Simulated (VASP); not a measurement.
Set up this calculation in VASP 6.6.1, as the native input.

```
Task                   : single point
Functional             : PBE
Potentials or basis    : VASP PAW PBE potentials, release 64 (Hg)
Cutoff                 : 520 eV
k mesh                 : 3 × 3 × 1
Occupations            : gaussian, width 0.1 eV
Spin                   : no spin polarisation
Dipole correction      : no
Further INCAR settings : ALGO = Fast; EDIFF = 1e-06; NBANDS = 25
```

The structure of Hg lies in POSCAR:

```
Hg
1.0
    4.5400020208      0.0000000000      0.0000000000
   -2.2700010104      3.9317570832      0.0000000000
    0.0000000000      0.0000000000      3.8700000000
Hg
3
Direct
    0.3333333333      0.6666666667      0.5000000000
    0.0000000000      0.0000000000      0.0000000000
    0.6666666667      0.3333333333      0.5000000000
```

One way to write it, as run:

INCAR

```
SYSTEM = Hg
PREC     = Accurate       ! precision mode
ENCUT    = 520            ! plane-wave cutoff, eV
EDIFF    = 1E-6           ! SCF threshold, eV
ISMEAR   = 0              ! smearing method
SIGMA    = 0.1            ! smearing width, eV
LREAL    = .False.        ! projectors in reciprocal space
LASPH    = .True.         ! aspherical terms in the spheres
NELM     = 60             ! most SCF steps
ALGO     = Fast           ! electronic algorithm
ISIF     = 2              ! what is computed and relaxed
LWAVE    = .False.        ! write WAVECAR
LCHARG   = .False.        ! write CHGCAR
GGA      = PE             ! functional
NBANDS   = 25             ! bands
```

KPOINTS

```
regular mesh
0
Gamma
  3 3 1
  0 0 0
```

Potentials or basis: VASP PAW PBE potentials, release 64 (Hg).

Command:

```bash
$ cat potpaw_PBE.64/Hg/POTCAR > POTCAR
$ mpirun -np 1 vasp_std > vasp.out
```

It gave:

```
Pressure               : 3.0 GPa
Band gap on the k mesh : zero (bands 18 and 19 overlap by 1.57 eV)
```

Caveat: the k points lie up to 1.62 Å⁻¹ apart, too coarse for converged energies and pressures of a metal; spin-orbit coupling is left out, which moves the levels of the heavy elements.

It took 13 s on 1 thread of AMD EPYC 7R13, with other jobs on the host, peak memory 0.15 GiB.
